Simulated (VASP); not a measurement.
## TiO2 (spin): single point with PBE

The system is TiO2 (spin).

```
CELL_PARAMETERS angstrom
-1.89940 1.89940 4.85042
1.89940 -1.89940 4.85042
1.89940 1.89940 -4.85042
ATOMIC_POSITIONS crystal
Ti 0.00000 0.00000 0.00000
Ti 0.75000 0.25000 0.50000
O 0.20645 0.20645 0.00000
O 0.95645 0.45645 0.50000
O 0.54355 0.04355 0.50000
O 0.79355 0.79355 0.00000
```

```json
{
 "Program": "VASP 6.6.1",
 "Task": "single point",
 "Functional": "PBE",
 "Potentials or basis": "VASP PAW PBE potentials, release 64 (Ti_sv, O)",
 "Cutoff": "520 eV",
 "k mesh": "10 × 10 × 10",
 "Occupations": "gaussian, width 0.02 eV",
 "Spin": "no spin polarisation",
 "Dipole correction": "no",
 "Further INCAR settings": "ALGO = Normal; EDIFF = 1e-07; NBANDS = 33"
}
```

| Property | Result |
| --- | --- |
| Pressure | 0.7 GPa |
| Largest force | 0.018 eV/Å |
| Band gap on the k mesh | 2.11 eV, indirect (least direct gap 2.41 eV) |

Forces in eV/Å, atoms in the order of the input:
```
Ti   0.000  0.000  0.000
Ti   0.000  0.000  0.000
O    0.000  0.000  0.018
O    0.000  0.000  0.018
O    0.000  0.000 -0.018
O    0.000  0.000 -0.018
```

Levels at points of the mesh, in eV from the valence-band top:
| k point | band 21 | band 22 | band 23 | band 24 | band 25 | band 26 | band 27 | band 28 |
| --- | --- | --- | --- | --- | --- | --- | --- | --- |
| (0.00, 0.00, 0.00) | -0.79 | -0.78 | -0.41 | -0.41 | 2.11 | 2.78 | 3.97 | 3.97 |
| (0.50, 0.00, 0.00) | -1.87 | -0.87 | -0.84 | -0.63 | 3.19 | 3.46 | 3.51 | 3.52 |
| (0.50, 0.50, 0.00) | -1.97 | -1.97 | -0.04 | -0.04 | 3.21 | 3.21 | 3.69 | 3.69 |
| (0.50, 0.50, 0.50) | -1.23 | -1.23 | -0.09 | -0.09 | 2.44 | 2.44 | 3.70 | 3.70 |

It took 11 min on 1 thread of AMD EPYC 7R43 64-Core Processor (Zen 3), with other jobs on the host, peak memory 0.32 GiB.

A k mesh can miss the band edges. As with any semilocal functional, this PBE gap is likely too small.
